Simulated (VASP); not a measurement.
A run of VASP 6.6.1 is set up as follows.

Contents of INCAR:

```
PREC = Accurate ; ENCUT = 520
EDIFF = 1E-6 ; ISMEAR = -1
SIGMA = 0.01 ; LREAL = False
LASPH = True ; NELM = 80
ALGO = Normal ; ISIF = 2
LWAVE = False ; LCHARG = False
NBANDS = 15
```

KPOINTS

```
Automatic mesh
0
Gamma
  7 7 7
```

The input POSCAR:

```
BaS
1.0
    0.0000000000      3.1618125000      3.1937500000
    3.1618125000      0.0000000000      3.1937500000
    3.1618125000      3.1618125000      0.0000000000
Ba S
1 1
Direct
    0.0000000000      0.0000000000      0.0000000000
    0.5000000000      0.5000000000      0.5000000000
```

Potentials or basis: VASP PAW LDA potentials, release 64 (Ba_sv, S).

The run is started by

```console
$ cat potpaw_LDA.64/Ba_sv/POTCAR potpaw_LDA.64/S/POTCAR > POTCAR
$ mpirun -np 1 vasp_std > vasp.out
```

Task: What does it give for the band gap on the k mesh?

Result: 1.91 eV, indirect (least direct gap 2.05 eV).

Task: Estimate the pressure.

Result: -0.9 GPa.

Stress tensor (GPa, compression positive):
```
-0.65  0.00  0.00
 0.00 -0.65  0.00
 0.00  0.00 -1.54
```

Caveat: the cell differs from its parent crystal (equal xx and yy strain of -1 %); spin-orbit coupling is left out, which moves the levels of the heavy elements. A k mesh can miss the band edges.
